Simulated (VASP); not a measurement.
A run of VASP 6.6.1 is set up as follows.

The input INCAR:

```
SYSTEM = TaN
PREC = Accurate
ENCUT = 520
EDIFF = 1E-7
ISMEAR = 0
SIGMA = 0.15
LREAL = .FALSE.
LASPH = .TRUE.
NELM = 100
ALGO = Normal
ISIF = 2
LWAVE = .FALSE.
LCHARG = .FALSE.
GGA = PS
NBANDS = 15
```

KPOINTS

```
Automatic mesh
0
G
  24 24 24
  0 0 0
```

File POSCAR:

```
TaN
1.0
    2.9640486671      0.0000000000      0.0000000000
   -1.4820243336      2.5669414438      0.0000000000
    0.0000000000      0.0000000000      2.7936552635
Ta N
1 1
Direct
    0.3333333333      0.6666666667      0.5000000000
    0.0000000000      0.0000000000      0.0000000000
```

Potentials or basis: VASP PAW PBE potentials, release 64 (Ta_pv, N).

Run with:

```sh
$ cat potpaw_PBE.64/Ta_pv/POTCAR potpaw_PBE.64/N/POTCAR > POTCAR
$ mpirun -np 1 vasp_std > vasp.out
```

Task: What does it give for the pressure?

Result: 2.4 GPa.

Task: Estimate the band gap on the k mesh.

Result: Zero (band 8 reaches 8.63 eV, above the bottom of band 9 at 8.19 eV).

Stress tensor (GPa, compression positive):
```
-6.74  0.00  0.00
 0.00 -6.74  0.00
 0.00  0.00 20.74
```

Caveat: the PAW data sets were made with another functional, which shifts forces and pressure a little; spin-orbit coupling is left out, which moves the levels of the heavy elements.
